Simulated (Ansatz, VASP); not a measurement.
**One calculation of Au, two programs**

```
CELL_PARAMETERS angstrom
2.88529 0.00000 0.00000
-1.44264 2.49873 0.00000
0.00000 0.00000 9.43740
ATOMIC_POSITIONS crystal
Au 0.00000 0.00000 0.00000
Au 0.33333 0.66667 0.25000
Au 0.00000 0.00000 0.50000
Au 0.66667 0.33333 0.75000
```

Alike in both runs: task relaxation of cell and atoms; functional PBEsol; k mesh 18 × 18 × 6; occupations gaussian, width 0.1 eV; no spin polarisation.

|  | VASP | Ansatz |
| --- | --- | --- |
| version | VASP 6.6.1 | Ansatz 0.2.0 |
| potentials or method | VASP PAW PBE potentials, release 64 (Au), cutoff 600 eV | scalar-relativistic, plane waves, PAW |
| valence electrons in the cell | 44 | 76 |

|  | VASP | Ansatz | Ansatz less VASP |
| --- | --- | --- | --- |
| gap on the k mesh at the Fermi level, each at its own relaxed structure (eV) | none | none | - |
| relaxed volume (Å³/atom) | 17.01 | 17.02 | +0.018 |
| relaxed cell length with the largest relative difference (Å) | 9.491 | 9.497 | +0.0055 |

VASP's potentials were made for PBE, not for PBEsol. A gap of «none» marks a metal or a gap that the smearing closes. VASP's potentials hold 44 valence electrons a cell and Ansatz's 76, so a difference there can come from the potentials and not from the codes.

Neither program's run includes spin-orbit coupling.
